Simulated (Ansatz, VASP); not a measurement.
## Two plane-wave programs on Sc4Mo

File INCAR:

```
SYSTEM = Sc4Mo
  ALGO = Fast
  EDIFF = 1E-6
  EDIFFG = -0.04
  ENCUT = 600
  GGA = PE
  IBRION = 2
  ISIF = 3
  ISMEAR = 0
  LASPH = .TRUE.
  LCHARG = .FALSE.
  LREAL = .FALSE.
  LWAVE = .FALSE.
  NELM = 100
  NSW = 90
  PREC = Accurate
  SIGMA = 0.1
```

KPOINTS

```
k-points
0
G
  4 4 4
  0 0 0
```

POSCAR

```
Sc4Mo
1.0
    4.4089228100      0.0000000000      0.0000000000
    0.0000000000      4.4089228100      0.0000000000
    0.0000000000      0.0000000000      4.4089228100
Sc Mo
4 1
Direct
    0.5000000000      0.5000000000      0.5000000000
    0.0000000000      0.5000000000      0.5000000000
    0.5000000000      0.0000000000      0.5000000000
    0.5000000000      0.5000000000      0.0000000000
    0.0000000000      0.0000000000      0.0000000000
```

Input for Ansatz:

```yaml
crystal:
  lattice:
    - [4.40892281, 0.0, 0.0]
    - [0.0, 4.40892281, 0.0]
    - [0.0, 0.0, 4.40892281]
  atoms:
    - { symbol: Sc, position: [0.5, 0.5, 0.5] }
    - { symbol: Sc, position: [0.0, 0.5, 0.5] }
    - { symbol: Sc, position: [0.5, 0.0, 0.5] }
    - { symbol: Sc, position: [0.5, 0.5, 0.0] }
    - { symbol: Mo, position: [0.0, 0.0, 0.0] }
basis:
  ecutwfc: 420
kpoints:
  mp_grid: { grid: [4, 4, 4] }
hamiltonian:
  xc: pbe
scf:
  occupations: { method: gaussian, width: 0.1 }
  lower_state_search: "off"
output:
  forces: true
  stress: true
  eigenvalues: true
relax:
  adjacent_minimum: "off"
  f_tol: 0.04
  max_steps: 70
  cell: { stress_tol: 0.4 }
```

Change from the starting cell: species swapped into the Mn4N type (Pm-3m, No. 221).

Alike in both runs: task relaxation of cell and atoms; functional PBE; k mesh 4 × 4 × 4; occupations gaussian, width 0.1 eV; no spin polarisation.

```csv
,VASP,Ansatz
version,VASP 6.6.1,Ansatz 0.2.0
potentials or method,"VASP PAW PBE potentials, release 64 (Sc_sv, Mo_sv), cutoff 600 eV","scalar-relativistic, plane waves, PAW"
valence electrons in the cell,58,58
```

VASP gave:

* gap on the k mesh at the Fermi level, each at its own relaxed structure (eV): none
* relaxed volume (Å³/atom): 22.56
* relaxed cell length with the largest relative difference (Å): 4.832

**Question.** Estimate Ansatz's values.

**Answer.** gap on the k mesh at the Fermi level, each at its own relaxed structure (eV): none; relaxed volume (Å³/atom): 22.23; relaxed cell length with the largest relative difference (Å): 4.808.

A gap of «none» marks a metal or a gap that the smearing closes.

Noted on VASP's run: the volume moved by over 15 % at a fixed basis, so the end points are rough.
